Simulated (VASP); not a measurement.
# SiC (P6/mmm) in VASP: further runs

The runs below take SiC through single point, relaxation of cell and atoms, with PBE.

Everything below comes from runs of VASP 6.6.1. Logs are shortened: lines on timing, memory, paths and dates and some standing lists are left out, and cuts for length are marked.

### 1 The cell of the first run

It takes space group P6/mmm (No. 191, hexagonal). The conventional cell has a = 5.384 Å, b = 5.384 Å, c = 3.891 Å, α = 90.00°, β = 90.00°, γ = 120.00°. Within 3.5 Å of Si (site symmetry mmm) lie 4 Si at 2.69 Å and 6 C at 2.69 to 2.99 Å. Within 1.8 Å of C (site symmetry 6/mmm) lie 2 C at 1.31 Å. Within 1.7 Å of C (site symmetry 6mm) lie 2 C at 1.27 to 1.31 Å.

### 2 Single point, PBE

The input, INCAR:

```
  PREC = Accurate
  ENCUT = 520
  EDIFF = 1E-6
  ISMEAR = 0
  SIGMA = 0.1
  LREAL = False
  LASPH = True
  NELM = 100
  ALGO = Normal
  ISIF = 2
  LWAVE = False
  LCHARG = False
  GGA = PE
  NBANDS = 21
```

The input, KPOINTS:

```
regular mesh
0
Gamma
  3 3 6
```

The input, POSCAR:

```
SiC
1.0
    5.3835551387      0.0000000000      0.0000000000
   -2.6917775694      4.6622955128      0.0000000000
    0.0000000000      0.0000000000      3.8909469189
Si C
3 3
Direct
    0.5000000000      0.0000000000      0.5000000000
    0.0000000000      0.5000000000      0.5000000000
    0.5000000000      0.5000000000      0.5000000000
    0.0000000000      0.0000000000      0.5000000000
    0.0000000000      0.0000000000      0.8373733173
    0.0000000000      0.0000000000      0.1626266827
```

Potentials or basis: VASP PAW PBE potentials, release 64 (Si, C).

Command:

```bash
$ cat potpaw_PBE.64/Si/POTCAR potpaw_PBE.64/C/POTCAR > POTCAR
$ mpirun -np 1 vasp_std > vasp.out
```

OUTCAR:

```text
PREC = Accurate
   ENCUT = 520
   EDIFF = 1E-6
   ISMEAR = 0
   LREAL = False
   LASPH = True
   NELM = 100
   ISIF = 2
   GGA = PE

 ion  position               nearest neighbor table
   1  0.500  0.000  0.500-   2 2.69   2 2.69   3 2.69   3 2.69
   2  0.000  0.500  0.500-   1 2.69   1 2.69   3 2.69   3 2.69
   3  0.500  0.500  0.500-   2 2.69   2 2.69   1 2.69   1 2.69
   4  0.000  0.000  0.500-   5 1.31   6 1.31
   5  0.000  0.000  0.837-   6 1.27   4 1.31
   6  0.000  0.000  0.163-   5 1.27   4 1.31

  LATTYP: Found a hexagonal cell.
 ALAT       =     5.3835551387
 C/A-ratio  =     0.7227467387

  Lattice vectors:

 A1 = (   5.3835551387,   0.0000000000,   0.0000000000)
 A2 = (  -2.6917775694,   4.6622955128,   0.0000000000)
 A3 = (   0.0000000000,   0.0000000000,   3.8909469189)

Analysis of symmetry for initial positions (statically):
=====================================================================
 Subroutine PRICEL returns:
 Original cell was already a primitive cell.

 Routine SETGRP: Setting up the symmetry group for a
 hexagonal supercell.

 Subroutine GETGRP returns: Found 24 space group operations
 (whereof 24 operations were pure point group operations)
 out of a pool of 24 trial point group operations.

The static configuration has the point symmetry D_6h.

Analysis of symmetry for dynamics (positions and initial velocities):
=====================================================================
 Subroutine PRICEL returns:
 Original cell was already a primitive cell.

 Routine SETGRP: Setting up the symmetry group for a
 hexagonal supercell.

 Subroutine GETGRP returns: Found 24 space group operations
 (whereof 24 operations were pure point group operations)
 out of a pool of 24 trial point group operations.

The dynamic configuration has the point symmetry D_6h.

 Subroutine INISYM returns: Found 24 space group operations
 (whereof 24 operations are pure point group operations),
 and found     1 'primitive' translations

----------------------------------------------------------------------------------------

                                     Primitive cell

  volume of cell :      97.6617

  direct lattice vectors                    reciprocal lattice vectors
     5.383555139  0.000000000  0.000000000     0.185750861  0.107243309  0.000000000
    -2.691777569  4.662295513  0.000000000     0.000000000  0.214486619  0.000000000
     0.000000000  0.000000000  3.890946919     0.000000000  0.000000000  0.257006847

  length of vectors
     5.383555139  5.383555139  3.890946919     0.214486619  0.214486619  0.257006847

  position of ions in fractional coordinates (direct lattice)
     0.500000000  0.000000000  0.500000000
     0.000000000  0.500000000  0.500000000
     0.500000000  0.500000000  0.500000000
     0.000000000  0.000000000  0.500000000
     0.000000000  0.000000000  0.837373317
     0.000000000  0.000000000  0.162626683

  ion indices of the primitive-cell ions
   primitive index   ion index
                 1           1
                 2           2
                 3           3
                 4           4
                 5           5
                 6           6

----------------------------------------------------------------------------------------

 KPOINTS: regular mesh

Automatic generation of k-mesh.
 Grid dimensions read from file:
 generate k-points for:    3    3    6

 Generating k-lattice:

  Cartesian coordinates                     Fractional coordinates (reciprocal lattice)
     0.061916954  0.035747770  0.000000000     0.333333333  0.000000000  0.000000000
     0.000000000  0.071495540  0.000000000     0.000000000  0.333333333  0.000000000
     0.000000000  0.000000000  0.042834475     0.000000000  0.000000000  0.166666667

  Length of vectors
     0.071495540  0.071495540  0.042834475

  Shift w.r.t. Gamma in fractional coordinates (k-lattice)
     0.000000000  0.000000000  0.000000000

 Subroutine IBZKPT returns following result:
 ===========================================

 Found     12 irreducible k-points:

 Following reciprocal coordinates:
            Coordinates               Weight
  0.000000  0.000000  0.000000      1.000000
  0.333333  0.000000  0.000000      6.000000
  0.333333  0.333333  0.000000      2.000000
  0.000000  0.000000  0.166667      2.000000
  0.333333  0.000000  0.166667     12.000000
  0.333333  0.333333  0.166667      4.000000
  0.000000  0.000000  0.333333      2.000000
  0.333333  0.000000  0.333333     12.000000
  0.333333  0.333333  0.333333      4.000000
  0.000000  0.000000  0.500000      1.000000
  0.333333  0.000000  0.500000      6.000000
  0.333333  0.333333  0.500000      2.000000
   k-points           NKPTS =     12   k-points in BZ     NKDIM =     12   number of bands    NBANDS=     21
   number of dos      NEDOS =    301   number of ions     NIONS =      6
   total plane-waves  NPLWV =  48000
   dimension x,y,z NGX =    40 NGY =   40 NGZ =   30
   dimension x,y,z NGXF=    80 NGYF=   80 NGZF=   60
   ions per type =               3   3
   NGX,Y,Z   is equivalent  to a cutoff of  12.35, 12.35, 12.82 a.u.
   NGXF,Y,Z  is equivalent  to a cutoff of  24.70, 24.70, 25.64 a.u.
 SYSTEM =  unknown system
   PREC   = accura    normal or accurate (medium, high low for compatibility)
   ISTART =      0    job   : 0-new  1-cont  2-samecut
   ICHARG =      2    charge: 1-file 2-atom 10-const
   ISPIN  =      1    spin polarized calculation?
   LNONCOLLINEAR =      F non collinear calculations
   LSORBIT =      F    spin-orbit coupling
   LASPH  =      T    aspherical Exc in radial PAW
   ENCUT  =  520.0 eV  38.22 Ry    6.18 a.u.  10.01 10.01  7.23*2*pi/ulx,y,z
   NELM   =    100;   NELMIN=  2; NELMDL= -5     # of ELM steps
   EDIFF  = 0.1E-05   stopping-criterion for ELM
   LREAL  =      F    real-space projection
   EDIFFG = 0.1E-04   stopping-criterion for IOM
   NSW    =      0    number of steps for IOM
   IBRION =     -1    ionic relax: 0-MD 1-quasi-New 2-CG
   NFREE  =      0    steps in history (QN), initial steepest desc. (CG)
   ISIF   =      2    stress and relaxation
   ISYM   =      2    0-nonsym 1-usesym 2-fastsym
   POTIM  = 0.5000    time-step for ionic-motion
   TEBEG  =    0.0;   TEEND  =   0.0 temperature during run
   PSTRESS=    0.0 pullay stress
   NELECT =      24.0000    total number of electrons
   NUPDOWN=      -1.0000    fix difference up-down
   EMIN   =  10.00;   EMAX   =-10.00  energy-range for DOS
   EFERMI =   0.00;   METHOD = LEGACY
   ISMEAR =     0;   SIGMA  =   0.10  broadening in eV -4-tet -1-fermi 0-gaus
   EFERMI_NEDOS =   21; number of points for ismear=-14 and -15
   IALGO  =     38    algorithm
   IMIX   =      4    mixing-type and parameters
     AMIX     =   0.40;   BMIX     =  1.00
     AMIX_MAG =   1.60;   BMIX_MAG =  1.00
  volume/ion in A,a.u.               =      16.28       109.84
  Fermi-wavevector in a.u.,A,eV,Ry     =   1.025425  1.937772 14.306472  1.051496
  Thomas-Fermi vector in A             =   2.159264
   LORBIT       =      0    0 simple, 1 ext, 2 COOP (PROOUT), +10 PAW based schemes
   GGA     = PE    functional components
   LHFCALC =     F    Hartree Fock is set to
   AEXX    =    0.0000 exact exchange contribution
   IVDW    =     0    specifies the selected vdW correction
   LEPSILON=     F    determine dielectric tensor
   LRPA    =     F    only Hartree local field effects (RPA)
 non-spin polarized calculation
 Gauss-broadening in eV      SIGMA  =   0.10
  energy-cutoff  :      520.00
  volume of cell :       97.66
 maximum number of plane-waves:      2661
   NGX = 21   NGY = 21   NGZ = 15

 number of electron      23.9999999 magnetization

 Free energy of the ion-electron system (eV)
  ---------------------------------------------------
  ext. energy  EPLUGINS =         0.00000000
  ---------------------------------------------------
  free energy    TOTEN  =       -35.36009369 eV

  energy without entropy =      -35.34507274  energy(sigma->0) =      -35.35258322

 E-fermi :   4.7825     XC(G=0):  -9.4658

 val. band max:        4.5906312629   @ k =   0.0000   0.0000   0.0000
 cond. band min:       4.8261140665   @ k =   0.3333   0.0000   0.0000
 fundamental gap:      0.2354828035
 Fermi energy:         4.7825469948

 k-point     1 :       0.0000    0.0000    0.0000
  band No.  band energies     occupation
      1     -12.8700      2.00000
      2      -7.7820      2.00000
      3      -7.7372      2.00000
      4      -4.9485      2.00000
      5      -2.9587      2.00000
      6      -2.9587      2.00000
[... 13 lines left out ...]
     20      11.1080      0.00000
     21      11.3301      0.00000

 k-point     2 :       0.3333    0.0000    0.0000
  band No.  band energies     occupation
      1     -12.8256      2.00000
      2      -7.7587      2.00000
      3      -7.7311      2.00000
      4      -5.3717      2.00000
      5      -3.3640      2.00000
      6      -3.0218      2.00000
[... 13 lines left out ...]
     20       9.2240      0.00000
     21      10.4605      0.00000

 k-point     3 :       0.3333    0.3333    0.0000
  band No.  band energies     occupation
      1     -12.8030      2.00000
      2      -7.7463      2.00000
      3      -7.7281      2.00000
      4      -4.9808      2.00000
      5      -4.9808      2.00000
      6      -0.9712      2.00000
[... 13 lines left out ...]
     20       8.5896      0.00000
     21       8.5896      0.00000
[... 169 lines left out ...]
 k-point    11 :       0.3333    0.0000    0.5000
  band No.  band energies     occupation
      1     -11.6538      2.00000
      2     -11.0761      2.00000
      3      -5.2074      2.00000
      4      -4.6778      2.00000
      5      -2.4084      2.00000
      6      -2.1025      2.00000
[... 13 lines left out ...]
     20      11.2478      0.00000
     21      11.8270      0.00000

 k-point    12 :       0.3333    0.3333    0.5000
  band No.  band energies     occupation
      1     -11.6266      2.00000
      2     -11.0710      2.00000
      3      -5.2070      2.00000
      4      -4.2031      2.00000
      5      -4.2031      2.00000
      6      -0.1041      2.00000
[... 13 lines left out ...]
     20      11.3593      0.00000
     21      11.6652      0.00000

------------------------ aborting loop because EDIFF is reached ----------------------------------------

  FORCE on cell =-STRESS in cart. coord.  units (eV):
  Direction    XX          YY          ZZ          XY          YZ          ZX
  --------------------------------------------------------------------------------------
  -------------------------------------------------------------------------------------
  Total       -0.1833362     -0.1833362     -0.2460778      0.0000000      0.0000000      0.0000000
  in kB       -3.0077007     -3.0077007     -4.0370005      0.0000000      0.0000000      0.0000000
  external PRESSURE =      -3.3508007 kB  Pullay stress =       0.0000000 kB

 VOLUME and BASIS-vectors are now :
 -----------------------------------------------------------------------------
  energy-cutoff  :      520.00
  volume of cell :       97.66
      direct lattice vectors                 reciprocal lattice vectors
     5.383555139  0.000000000  0.000000000     0.185750861  0.107243309  0.000000000
    -2.691777569  4.662295513  0.000000000     0.000000000  0.214486619  0.000000000
     0.000000000  0.000000000  3.890946919     0.000000000  0.000000000  0.257006847

 POSITION                                       TOTAL-FORCE (eV/Angst)
 -----------------------------------------------------------------------------------
      2.69178      0.00000      1.94547        -0.000000      0.000000      0.000000
     -1.34589      2.33115      1.94547        -0.000000      0.000000      0.000000
      1.34589      2.33115      1.94547        -0.000000      0.000000      0.000000
      0.00000      0.00000      1.94547        -0.000000      0.000000      0.000000
      0.00000      0.00000      3.25818         0.000000      0.000000     -0.016726
      0.00000      0.00000      0.63277         0.000000     -0.000000      0.016726
 -----------------------------------------------------------------------------------
    total drift:                                0.000000      0.000000     -0.000000

  FREE ENERGIE OF THE ION-ELECTRON SYSTEM (eV)
  ---------------------------------------------------
  free  energy   TOTEN  =       -35.3600936947 eV

  energy  without entropy=      -35.3450727357  energy(sigma->0) =      -35.35258322
```

Wall time 20 s (1 thread of Intel Xeon Platinum 8488C (Sapphire Rapids), shared host); peak memory 0.21 GiB.

What came out:

| Quantity | Value |
| --- | --- |
| Free energy | -35.3601 eV |
| Pressure | -0.3 GPa |
| Largest force | 0.017 eV/Å |
| Band gap on the k mesh | zero (band 12 reaches 4.91 eV, above the bottom of band 13 at 4.35 eV) |

Forces on the atoms (eV/Å):
```
Si   0.000  0.000  0.000
Si   0.000  0.000  0.000
Si   0.000  0.000  0.000
C    0.000  0.000  0.000
C    0.000  0.000 -0.017
C    0.000  0.000  0.017
```

Levels at points of the mesh, in eV from the Fermi level:
| k point | band 8 | band 9 | band 10 | band 11 | band 12 | band 13 | band 14 | band 15 | band 16 | band 17 |
| --- | --- | --- | --- | --- | --- | --- | --- | --- | --- | --- |
| (0.00, 0.00, 0.00) | -5.05 | -4.73 | -0.25 | -0.19 | -0.19 | 2.09 | 2.09 | 2.77 | 2.77 | 3.53 |
| (0.00, 0.00, 0.50) | -4.43 | -4.35 | -4.35 | -4.35 | -3.23 | 0.81 | 0.81 | 1.73 | 1.73 | 3.48 |

Caveat: the k points lie up to 0.45 Å⁻¹ apart.

(Part 1 of 2 ends here.)
